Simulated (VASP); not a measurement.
# Al2O3 (P-6m2) in VASP: further runs

The runs below take Al2O3 through single point, with PBE+D3(BJ).

Everything below comes from runs of VASP 6.6.1. Logs are shortened: lines on timing, memory, paths and dates and some standing lists are left out, and cuts for length are marked.

## Step 1: The cell of the first run

Symmetry: P-6m2, No. 187, hexagonal system. Conventional cell: a = 2.867 Å, b = 2.867 Å, c = 7.296 Å, α = 90.00°, β = 90.00°, γ = 120.00°. Al (site symmetry 3m) has 6 O at 1.81 to 2.16 Å within 2.4 Å. O (site symmetry 3m) has 3 Al at 1.81 Å within 2.4 Å. O (site symmetry -6m2) has 6 Al at 2.16 Å and 12 O at 2.69 to 2.87 Å within 2.9 Å.

## Step 2: Single point, PBE+D3(BJ) (atoms shifted along a free coordinate)

File INCAR:

```
SYSTEM = Al2O3
  PREC = Accurate
  ENCUT = 520
  EDIFF = 1E-6
  ISMEAR = 0
  SIGMA = 0.05
  LREAL = .False.
  LASPH = .True.
  NELM = 60
  ALGO = Normal
  ISIF = 2
  LWAVE = .False.
  LCHARG = .True.
  GGA = PE
  IVDW = 12
  LELF = .True.
  LVHAR = .True.
  NBANDS = 20
```

File KPOINTS:

```
regular mesh
0
Gamma
  9 9 4
  0 0 0
```

File POSCAR:

```
Al2O3
1.0
    2.8672039189      0.0000000000      0.0000000000
   -1.4336019595      2.4830714316      0.0000000000
    0.0000000000      0.0000000000      7.2962596973
Al O
2 3
Direct
    0.0000000000      0.0000000000      0.1907358529
    0.0000000000      0.0000000000      0.8092641471
    0.3333333333      0.6666666667      0.2909453217
    0.6666666667      0.3333333333      0.0000000000
    0.3333333333      0.6666666667      0.7090546783
```

Potentials or basis: VASP PAW PBE potentials, release 64 (Al, O).

Launch:

```sh
$ cat potpaw_PBE.64/Al/POTCAR potpaw_PBE.64/O/POTCAR > POTCAR
$ mpirun -np 1 vasp_std > vasp.out
```

OUTCAR:

```text
SYSTEM = Al2O3
   PREC = Accurate
   ENCUT = 520
   EDIFF = 1E-6
   ISMEAR = 0
   LREAL = .False.
   LASPH = .True.
   NELM = 60
   ISIF = 2
   GGA = PE
   IVDW = 12
 IVDW          = 12

 ion  position               nearest neighbor table
   1  0.000  0.000  0.191-   3 1.81   3 1.81   3 1.81   4 2.16   4 2.16   4 2.16   2 2.78
   2  0.000  0.000  0.809-   5 1.81   5 1.81   5 1.81   4 2.16   4 2.16   4 2.16   1 2.78
   3  0.333  0.667  0.291-   1 1.81   1 1.81   1 1.81
   4  0.667  0.333  0.000-   1 2.16   2 2.16   1 2.16   2 2.16   1 2.16   2 2.16
   5  0.333  0.667  0.709-   2 1.81   2 1.81   2 1.81

  LATTYP: Found a hexagonal cell.
 ALAT       =     2.8672039189
 C/A-ratio  =     2.5447299542

  Lattice vectors:

 A1 = (   2.8672039189,   0.0000000000,   0.0000000000)
 A2 = (  -1.4336019595,   2.4830714316,   0.0000000000)
 A3 = (   0.0000000000,   0.0000000000,   7.2962596973)

Analysis of symmetry for initial positions (statically):
=====================================================================
 Subroutine PRICEL returns:
 Original cell was already a primitive cell.

 Routine SETGRP: Setting up the symmetry group for a
 hexagonal supercell.

 Subroutine GETGRP returns: Found 12 space group operations
 (whereof 12 operations were pure point group operations)
 out of a pool of 24 trial point group operations.

The static configuration has the point symmetry D_3h.

Analysis of symmetry for dynamics (positions and initial velocities):
=====================================================================
 Subroutine PRICEL returns:
 Original cell was already a primitive cell.

 Routine SETGRP: Setting up the symmetry group for a
 hexagonal supercell.

 Subroutine GETGRP returns: Found 12 space group operations
 (whereof 12 operations were pure point group operations)
 out of a pool of 24 trial point group operations.

The dynamic configuration has the point symmetry D_3h.

 Subroutine INISYM returns: Found 12 space group operations
 (whereof 12 operations are pure point group operations),
 and found     1 'primitive' translations

----------------------------------------------------------------------------------------

                                     Primitive cell

  volume of cell :      51.9455

  direct lattice vectors                    reciprocal lattice vectors
     2.867203919  0.000000000  0.000000000     0.348771845  0.201363518  0.000000000
    -1.433601960  2.483071432  0.000000000     0.000000000  0.402727037  0.000000000
     0.000000000  0.000000000  7.296259697     0.000000000  0.000000000  0.137056525

  length of vectors
     2.867203919  2.867203919  7.296259697     0.402727037  0.402727037  0.137056525

  position of ions in fractional coordinates (direct lattice)
     0.000000000  0.000000000  0.190735853
     0.000000000  0.000000000  0.809264147
     0.333333333  0.666666667  0.290945322
     0.666666667  0.333333333  0.000000000
     0.333333333  0.666666667  0.709054678

  ion indices of the primitive-cell ions
   primitive index   ion index
                 1           1
                 2           2
                 3           3
                 4           4
                 5           5

----------------------------------------------------------------------------------------

 KPOINTS: regular mesh

Automatic generation of k-mesh.
 Grid dimensions read from file:
 generate k-points for:    9    9    4

 Generating k-lattice:

  Cartesian coordinates                     Fractional coordinates (reciprocal lattice)
     0.038752427  0.022373724  0.000000000     0.111111111  0.000000000  0.000000000
     0.000000000  0.044747449  0.000000000     0.000000000  0.111111111  0.000000000
     0.000000000  0.000000000  0.034264131     0.000000000  0.000000000  0.250000000

  Length of vectors
     0.044747449  0.044747449  0.034264131

  Shift w.r.t. Gamma in fractional coordinates (k-lattice)
     0.000000000  0.000000000  0.000000000

 Subroutine IBZKPT returns following result:
 ===========================================

 Found     36 irreducible k-points:

 Following reciprocal coordinates:
            Coordinates               Weight
  0.000000  0.000000  0.000000      1.000000
  0.111111  0.000000  0.000000      6.000000
  0.222222  0.000000  0.000000      6.000000
  0.333333 -0.000000  0.000000      6.000000
  0.444444  0.000000  0.000000      6.000000
  0.111111  0.111111  0.000000      6.000000
[... 16 lines left out ...]
  0.333333  0.222222  0.250000     24.000000
  0.333333  0.333333  0.250000      4.000000
 [... further k-points ...]
   k-points           NKPTS =     36   k-points in BZ     NKDIM =     36   number of bands    NBANDS=     20
   number of dos      NEDOS =    301   number of ions     NIONS =      5
   total plane-waves  NPLWV =  31104
   dimension x,y,z NGX =    24 NGY =   24 NGZ =   54
   dimension x,y,z NGXF=    48 NGYF=   48 NGZF=  108
   ions per type =               2   3
   NGX,Y,Z   is equivalent  to a cutoff of  13.92, 13.92, 12.30 a.u.
   NGXF,Y,Z  is equivalent  to a cutoff of  27.83, 27.83, 24.61 a.u.
 SYSTEM =  Al2O3
   PREC   = accura    normal or accurate (medium, high low for compatibility)
   ISTART =      0    job   : 0-new  1-cont  2-samecut
   ICHARG =      2    charge: 1-file 2-atom 10-const
   ISPIN  =      1    spin polarized calculation?
   LNONCOLLINEAR =      F non collinear calculations
   LSORBIT =      F    spin-orbit coupling
   LASPH  =      T    aspherical Exc in radial PAW
   ENCUT  =  520.0 eV  38.22 Ry    6.18 a.u.   5.33  5.33 13.57*2*pi/ulx,y,z
   NELM   =     60;   NELMIN=  2; NELMDL= -5     # of ELM steps
   EDIFF  = 0.1E-05   stopping-criterion for ELM
   LREAL  =      F    real-space projection
   EDIFFG = 0.1E-04   stopping-criterion for IOM
   NSW    =      0    number of steps for IOM
   IBRION =     -1    ionic relax: 0-MD 1-quasi-New 2-CG
   NFREE  =      0    steps in history (QN), initial steepest desc. (CG)
   ISIF   =      2    stress and relaxation
   ISYM   =      2    0-nonsym 1-usesym 2-fastsym
   POTIM  = 0.5000    time-step for ionic-motion
   TEBEG  =    0.0;   TEEND  =   0.0 temperature during run
   PSTRESS=    0.0 pullay stress
   NELECT =      24.0000    total number of electrons
   NUPDOWN=      -1.0000    fix difference up-down
   EMIN   =  10.00;   EMAX   =-10.00  energy-range for DOS
   EFERMI =   0.00;   METHOD = LEGACY
   ISMEAR =     0;   SIGMA  =   0.05  broadening in eV -4-tet -1-fermi 0-gaus
   EFERMI_NEDOS =   21; number of points for ismear=-14 and -15
   IALGO  =     38    algorithm
   IMIX   =      4    mixing-type and parameters
     AMIX     =   0.40;   BMIX     =  1.00
     AMIX_MAG =   1.60;   BMIX_MAG =  1.00
  volume/ion in A,a.u.               =      10.39        70.11
  Fermi-wavevector in a.u.,A,eV,Ry     =   1.265598  2.391634 21.792983  1.601739
  Thomas-Fermi vector in A             =   2.398843
   LORBIT       =      0    0 simple, 1 ext, 2 COOP (PROOUT), +10 PAW based schemes
   GGA     = PE    functional components
   LHFCALC =     F    Hartree Fock is set to
   AEXX    =    0.0000 exact exchange contribution
   IVDW    =    12    specifies the selected vdW correction
   LEPSILON=     F    determine dielectric tensor
   LRPA    =     F    only Hartree local field effects (RPA)
 non-spin polarized calculation
 Gauss-broadening in eV      SIGMA  =   0.05
  energy-cutoff  :      520.00
  volume of cell :       51.95
 maximum number of plane-waves:      1419
 NGX is ok and might be reduce to    24
   NGX = 11   NGY = 11   NGZ = 27

 number of electron      24.0000001 magnetization

 Free energy of the ion-electron system (eV)
  ---------------------------------------------------
  ext. energy  EPLUGINS =         0.00000000
  ---------------------------------------------------
  free energy    TOTEN  =       -36.29817493 eV

  energy without entropy =      -36.29817493  energy(sigma->0) =      -36.29817493

 E-fermi :   4.0716     XC(G=0): -10.3674

 val. band max:        3.7871756452   @ k =   0.1111   0.0000   0.0000
 cond. band min:       8.0967404928   @ k =   0.0000   0.0000   0.0000
 fundamental gap:      4.3095648476
 Fermi energy:         4.0715844481

 k-point     1 :       0.0000    0.0000    0.0000
  band No.  band energies     occupation
      1     -15.2840      2.00000
      2     -13.9224      2.00000
      3     -13.0834      2.00000
      4      -1.6003      2.00000
      5       1.1398      2.00000
      6       2.1598      2.00000
[... 12 lines left out ...]
     19      18.3992      0.00000
     20      18.8341      0.00000

 k-point     2 :       0.1111    0.0000    0.0000
  band No.  band energies     occupation
      1     -15.1334      2.00000
      2     -13.8082      2.00000
      3     -13.0221      2.00000
      4      -1.5190      2.00000
      5       0.8178      2.00000
      6       1.8725      2.00000
[... 12 lines left out ...]
     19      18.1977      0.00000
     20      18.7226      0.00000

 k-point     3 :       0.2222    0.0000    0.0000
  band No.  band energies     occupation
      1     -14.7142      2.00000
      2     -13.5033      2.00000
      3     -12.8753      2.00000
      4      -1.4094      2.00000
      5      -0.3436      2.00000
      6       0.8945      2.00000
[... 12 lines left out ...]
     19      17.7883      0.00000
     20      18.8327      0.00000

 k-point     4 :       0.3333   -0.0000    0.0000
  band No.  band energies     occupation
      1     -14.1365      2.00000
      2     -13.1233      2.00000
      3     -12.7508      2.00000
      4      -1.6691      2.00000
      5      -1.6452      2.00000
      6      -0.1469      2.00000
[... 12 lines left out ...]
     19      18.1228      0.00000
     20      18.4716      0.00000

 k-point     5 :       0.4444    0.0000    0.0000
  band No.  band energies     occupation
      1     -13.6338      2.00000
      2     -12.8512      2.00000
      3     -12.7545      2.00000
      4      -2.4948      2.00000
      5      -2.0443      2.00000
      6      -0.7616      2.00000
[... 12 lines left out ...]
     19      17.8912      0.00000
     20      18.3653      0.00000

 k-point     6 :       0.1111    0.1111    0.0000
  band No.  band energies     occupation
      1     -14.8480      2.00000
      2     -13.5982      2.00000
      3     -12.9174      2.00000
      4      -1.4163      2.00000
      5       0.1148      2.00000
      6       1.0375      2.00000
[... 12 lines left out ...]
     19      17.6712      0.00000
     20      18.8855      0.00000

 k-point     7 :       0.2222    0.1111    0.0000
  band No.  band energies     occupation
      1     -14.3461      2.00000
      2     -13.2532      2.00000
      3     -12.7789      2.00000
      4      -1.4578      2.00000
      5      -1.0360      2.00000
      6       0.0673      2.00000
[... 12 lines left out ...]
     19      17.4264      0.00000
     20      18.2933      0.00000
[... 277 lines left out ...]
 k-point    20 :       0.3333    0.1111    0.2500
  band No.  band energies     occupation
      1     -13.7817      2.00000
      2     -12.9527      2.00000
      3     -12.6964      2.00000
      4      -2.0652      2.00000
      5      -1.8174      2.00000
      6      -0.4719      2.00000
[... 12 lines left out ...]
     19      17.4838      0.00000
     20      17.9060      0.00000

 k-point    21 :       0.4444    0.1111    0.2500
  band No.  band energies     occupation
      1     -13.4897      2.00000
      2     -12.8169      2.00000
      3     -12.7260      2.00000
      4      -2.4771      2.00000
      5      -2.0226      2.00000
      6      -0.6793      2.00000
[... 12 lines left out ...]
     19      17.2917      0.00000
     20      17.7976      0.00000

 k-point    22 :       0.2222    0.2222    0.2500
  band No.  band energies     occupation
      1     -13.8453      2.00000
      2     -12.9820      2.00000
      3     -12.6811      2.00000
      4      -1.6501      2.00000
      5      -1.6046      2.00000
      6      -0.5502      2.00000
[... 12 lines left out ...]
     19      16.8226      0.00000
     20      17.7057      0.00000

 k-point    23 :       0.3333    0.2222    0.2500
  band No.  band energies     occupation
      1     -13.4310      2.00000
      2     -12.7769      2.00000
      3     -12.6950      2.00000
      4      -2.1284      2.00000
      5      -1.6882      2.00000
      6      -0.6218      2.00000
[... 12 lines left out ...]
     19      16.5877      0.00000
     20      17.7108      0.00000

 k-point    24 :       0.3333    0.3333    0.2500
  band No.  band energies     occupation
      1     -13.2695      2.00000
      2     -12.7400      2.00000
      3     -12.6795      2.00000
      4      -2.0348      2.00000
      5      -1.4523      2.00000
      6      -0.8109      2.00000
[... 12 lines left out ...]
     19      16.4138      0.00000
     20      17.5109      0.00000

 [... further k-points ...]

------------------------ aborting loop because EDIFF is reached ----------------------------------------

 Edisp (eV)   -0.97056

 E8    (eV) :    -0.3668

  FORCE on cell =-STRESS in cart. coord.  units (eV):
  Direction    XX          YY          ZZ          XY          YZ          ZX
  --------------------------------------------------------------------------------------
  -------------------------------------------------------------------------------------
  Total      -0.98094    -0.98094    -1.38457     0.00000     0.00000     0.00000
  in kB     -30.25567   -30.25567   -42.70488     0.00000     0.00000     0.00000
  external pressure =      -34.41 kB  Pullay stress =        0.00 kB

 VOLUME and BASIS-vectors are now :
 -----------------------------------------------------------------------------
  energy-cutoff  :      520.00
  volume of cell :       51.95
      direct lattice vectors                 reciprocal lattice vectors
     2.867203919  0.000000000  0.000000000     0.348771845  0.201363518  0.000000000
    -1.433601960  2.483071432  0.000000000     0.000000000  0.402727037  0.000000000
     0.000000000  0.000000000  7.296259697     0.000000000  0.000000000  0.137056525

 POSITION                                       TOTAL-FORCE (eV/Angst)
 -----------------------------------------------------------------------------------
      0.00000      0.00000      1.39166         0.000000     -0.000000      0.842563
      0.00000      0.00000      5.90460        -0.000000      0.000000     -0.842563
     -0.00000      1.65538      2.12281         0.000000      0.000000     -0.911284
      1.43360      0.82769      0.00000         0.000000      0.000000      0.000000
     -0.00000      1.65538      5.17345        -0.000000      0.000000      0.911284
 -----------------------------------------------------------------------------------
    total drift:                                0.000000     -0.000000      0.000000

  FREE ENERGIE OF THE ION-ELECTRON SYSTEM (eV)
  ---------------------------------------------------
  free  energy   TOTEN  =       -37.2687355951 eV

  energy  without entropy=      -37.2687355951  energy(sigma->0) =      -37.26873560
```

Run time: 44 s. Hardware: 1 thread of Intel Xeon 8259CL, shared host; peak memory 0.2 GiB.

What came out:

* Free energy: -37.2687 eV
* Pressure: -3.4 GPa
* Largest force: 0.911 eV/Å
* Band gap on the k mesh: 4.31 eV (least direct gap 4.40 eV)
* Dispersion energy per atom: -0.194 eV

Forces in eV/Å, atoms in the order of the input:
```
Al   0.000  0.000  0.843
Al   0.000  0.000 -0.843
O    0.000  0.000 -0.911
O    0.000  0.000  0.000
O    0.000  0.000  0.911
```

Caveat: the cell differs from its parent crystal (atoms shifted along a free coordinate); the cell stands under tension; an odd mesh through Γ misses points on the zone boundary, where band edges can lie.

## Step 3: Single point, PBE+D3(BJ) (atoms shifted along a free coordinate)

File INCAR:

```
PREC = Accurate ; ENCUT = 520
EDIFF = 1E-6 ; ISMEAR = 0
SIGMA = 0.05 ; LREAL = F
LASPH = T ; NELM = 60
ALGO = Normal ; ISIF = 2
LWAVE = F ; LCHARG = T
GGA = PE ; IVDW = 12
LELF = T ; LVHAR = T
NBANDS = 20
```

File KPOINTS:

```
Automatic mesh
0
Gamma
  9 9 4
```

POSCAR, as its differences from that of step 2:

```diff
@@ -10,4 +10,4 @@
     0.0000000000      0.0000000000      0.8092641471
-    0.3333333333      0.6666666667      0.2909453217
+    0.3333333333      0.6666666667      0.2977981479
     0.6666666667      0.3333333333      0.0000000000
-    0.3333333333      0.6666666667      0.7090546783
+    0.3333333333      0.6666666667      0.7022018521
```

Potentials or basis: VASP PAW PBE potentials, release 64 (Al, O).

Launch:

```sh
$ cat potpaw_PBE.64/Al/POTCAR potpaw_PBE.64/O/POTCAR > POTCAR
$ mpirun -np 1 vasp_std > vasp.out
```

Wall time 46 s (1 thread of Intel Xeon 8259CL, shared host); peak memory 0.2 GiB.

Results (log left out):

* Free energy: -37.1344 eV
* Pressure: -6.6 GPa
* Largest force: 1.771 eV/Å
* Band gap on the k mesh: 4.03 eV (least direct gap 4.09 eV)
* Dispersion energy per atom: -0.194 eV

Forces in eV/Å, atoms in the order of the input:
```
Al   0.000  0.000  1.629
Al   0.000  0.000 -1.629
O    0.000  0.000 -1.771
O    0.000  0.000  0.000
O    0.000  0.000  1.771
```

Stress tensor (GPa, compression positive):
```
-5.71  0.00  0.00
 0.00 -5.71  0.00
 0.00  0.00 -8.48
```

Levels at points of the mesh, in eV from the valence-band top:
| k point | band 8 | band 9 | band 10 | band 11 | band 12 | band 13 | band 14 | band 15 | band 16 | band 17 |
| --- | --- | --- | --- | --- | --- | --- | --- | --- | --- | --- |
| (0.00, 0.00, 0.00) | -0.88 | -0.88 | -0.76 | -0.76 | -0.07 | 4.03 | 7.47 | 8.19 | 12.49 | 12.84 |
| (0.00, 0.00, 0.50) | -0.96 | -0.92 | -0.92 | -0.72 | -0.72 | 4.48 | 7.23 | 8.07 | 12.25 | 13.88 |

Caveat: the cell differs from its parent crystal (atoms shifted along a free coordinate); the cell stands under tension; an odd mesh through Γ misses points on the zone boundary, where band edges can lie; forces of over 1 eV/Å act on the atoms, so gaps and moduli don't describe the material at rest.

[end of part 1 of 2]
